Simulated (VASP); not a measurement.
Input of a VASP 6.6.1 run:

File INCAR:

```
PREC = Accurate ; ENCUT = 520
EDIFF = 1E-7 ; ISMEAR = 0
SIGMA = 0.03 ; LREAL = False
LASPH = True ; NELM = 80
ALGO = Normal ; ISIF = 2
LWAVE = False ; LCHARG = False
GGA = PE ; NBANDS = 17
```

File KPOINTS:

```
Automatic mesh
0
Gamma
  10 10 10
```

POSCAR

```
SnTe
1.0
    0.0000000000      3.3143250000      3.0775875000
    3.3143250000      0.0000000000      3.0775875000
    3.3143250000      3.3143250000      0.0000000000
Sn Te
1 1
Direct
    0.0000000000      0.0000000000      0.0000000000
    0.5000000000      0.5000000000      0.5000000000
```

Potentials or basis: VASP PAW PBE potentials, release 64 (Sn_d, Te).

Run with:

```console
$ cat potpaw_PBE.64/Sn_d/POTCAR potpaw_PBE.64/Te/POTCAR > POTCAR
$ mpirun -np 1 vasp_std > vasp.out
```

Question: Estimate the band gap on the k mesh.

Answer: 0.10 eV.

Question: Predict the pressure.

Answer: -0.4 GPa.

Stress tensor (GPa, compression positive):
```
-3.19  0.00  0.00
 0.00 -3.19  0.00
 0.00  0.00  5.19
```

Caveat: the cell differs from its parent crystal (strain +0.050 along x and y, -0.025 along z); spin-orbit coupling is left out, which moves the levels of the heavy elements. A k mesh can miss the band edges.
